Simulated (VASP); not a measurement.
Set up this calculation in VASP 6.6.1, as the native input.

| Property | Result |
| --- | --- |
| Task | single point |
| Functional | PBEsol |
| Potentials or basis | VASP PAW PBE potentials, release 64 (Bi_d) |
| Cutoff | 520 eV |
| k mesh | 8 × 8 × 8 |
| Occupations | fermi-dirac, width 0.05 eV |
| Spin | no spin polarisation |
| Dipole correction | no |
| Further INCAR settings | ALGO = Normal; EDIFF = 1e-06; NBANDS = 14 |

The structure of Bi lies in POSCAR:

```
Bi
1.0
   -1.9814305318      1.9814305318      2.0606877531
    1.9814305318     -1.9814305318      2.0606877531
    1.9814305318      1.9814305318     -2.0606877531
Bi
1
Direct
    0.0000000000      0.0000000000      0.0000000000
```

The input as run:

INCAR

```
  PREC = Accurate
  ENCUT = 520
  EDIFF = 1E-6
  ISMEAR = -1
  SIGMA = 0.05
  LREAL = False
  LASPH = True
  NELM = 100
  ALGO = Normal
  ISIF = 2
  LWAVE = False
  LCHARG = False
  GGA = PS
  NBANDS = 14
```

KPOINTS

```
regular mesh
0
Gamma
  8 8 8
```

Potentials or basis: VASP PAW PBE potentials, release 64 (Bi_d).

Run with:

```console
$ cat potpaw_PBE.64/Bi_d/POTCAR > POTCAR
$ mpirun -np 1 vasp_std > vasp.out
```

Results of the run:

```yaml
Pressure: -4.1 GPa
```

Caveat: the PAW data sets were made with another functional, which shifts forces and pressure a little.

Wall time 12 s on 1 thread of Intel(R) Xeon(R) Platinum 8488C (Sapphire Rapids) (shared host), peak memory 0.17 GiB.
